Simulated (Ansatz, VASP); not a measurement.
## InSb3 in VASP and in Ansatz

INCAR

```
SYSTEM = InSb3
PREC     = Accurate       ! precision mode
ENCUT    = 520            ! plane-wave cutoff, eV
EDIFF    = 1E-6           ! SCF threshold, eV
ISMEAR   = 0              ! smearing method
SIGMA    = 0.15           ! smearing width, eV
LREAL    = .FALSE.        ! projectors in reciprocal space
LASPH    = .TRUE.         ! aspherical terms in the spheres
NELM     = 80             ! most SCF steps
ALGO     = Normal         ! electronic algorithm
ISIF     = 2              ! what is computed and relaxed
LWAVE    = .FALSE.        ! write WAVECAR
LCHARG   = .FALSE.        ! write CHGCAR
GGA      = PE             ! functional
NBANDS   = 22             ! bands
```

File KPOINTS:

```
Automatic mesh
0
G
  8 8 8
  0 0 0
```

Contents of POSCAR:

```
InSb3
1.0
    4.9582785820     -0.1124036941     -0.1124036941
   -0.1124036941      4.9582785820     -0.1124036941
   -0.1124036941     -0.1124036941      4.9582785820
In Sb
1 3
Direct
    0.0000000000      0.0000000000      0.0000000000
    0.5000000000      0.0000000000      0.5000000000
    0.0000000000      0.5000000000      0.5000000000
    0.5000000000      0.5000000000      0.0000000000
```

Input for Ansatz:

```yaml
crystal:
  lattice:
    - [4.958278582, -0.1124036941, -0.1124036941]
    - [-0.1124036941, 4.958278582, -0.1124036941]
    - [-0.1124036941, -0.1124036941, 4.958278582]
  atoms:
    - { symbol: In, position: [0.0, 0.0, 0.0] }
    - { symbol: Sb, position: [0.5, 0.0, 0.5] }
    - { symbol: Sb, position: [0.0, 0.5, 0.5] }
    - { symbol: Sb, position: [0.5, 0.5, 0.0] }
basis:
  ecutwfc: 420
kpoints:
  mp_grid: { grid: [8, 8, 8] }
hamiltonian:
  xc: pbe
  pseudopotentials: { kind: paw, azcp: { folder: soft_1 } }
scf:
  occupations: { method: gaussian, width: 0.15 }
output:
  forces: true
  stress: true
  eigenvalues: true
```

Change from the starting cell: equal engineering shear yz, xz and xy -0.0467, equal normal strain along x, y and z +0.0300.

Alike in both runs: task single point; functional PBE; k mesh 8 × 8 × 8; occupations gaussian, width 0.15 eV; no spin polarisation.

|  | VASP | Ansatz |
| --- | --- | --- |
| version | VASP 6.6.1 | Ansatz 0.2.0 |
| potentials or method | VASP PAW PBE potentials, release 64 (In_d, Sb), cutoff 520 eV | scalar-relativistic, plane waves, PAW |
| valence electrons in the cell | 28 | 58 |

VASP gave:

* gap on the k mesh at the Fermi level (eV): none
* pressure (GPa): -3.6
* traceless stress, the component that is largest in VASP (GPa): 0.40

Q: Estimate Ansatz's values.

A: gap on the k mesh at the Fermi level (eV): none; pressure (GPa): -3.5; traceless stress, the component that is largest in VASP (GPa): 0.40.

A gap of «none» marks a metal or a gap that the smearing closes. The functional is the same, so the differences come from potentials, cutoffs and numerics. VASP's potentials hold 28 valence electrons a cell and Ansatz's 58, so a difference there can come from the potentials and not from the codes.

Neither program's run includes spin-orbit coupling.
